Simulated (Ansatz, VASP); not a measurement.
**One calculation of Al, two programs**

```
CELL_PARAMETERS angstrom
1.66606 -4.98858 0.00000
1.66606 4.98858 0.00000
0.00000 0.00000 4.39829
ATOMIC_POSITIONS crystal
Al 0.13667 0.86333 0.00000
Al 0.63667 0.36333 0.50000
Al 0.86333 0.13667 0.00000
Al 0.36333 0.63667 0.50000
```

Alike in both runs: functional PBE; k mesh 6 × 6 × 4; occupations gaussian, width 0.1 eV; no spin polarisation.

Ansatz relaxed the structure, and its values are those at the end. VASP's run is a single point on that final structure, the one shown.

```csv
,VASP,Ansatz
version,VASP 6.6.1,Ansatz 0.2.0
potentials or method,"VASP PAW PBE potentials, release 64 (Al), cutoff 500 eV","scalar-relativistic, plane waves, PAW"
valence electrons in the cell,12,12
```

|  | VASP | Ansatz | Ansatz less VASP |
| --- | --- | --- | --- |
| gap on the k mesh at the Fermi level (eV) | none | none | - |
| pressure (GPa) | 0.0 | 0.1 | +0.02 |
| rms of the force components (eV/Å) | 0.005 | 0.005 | -0.0002 |

A gap of «none» marks a metal or a gap that the smearing closes.
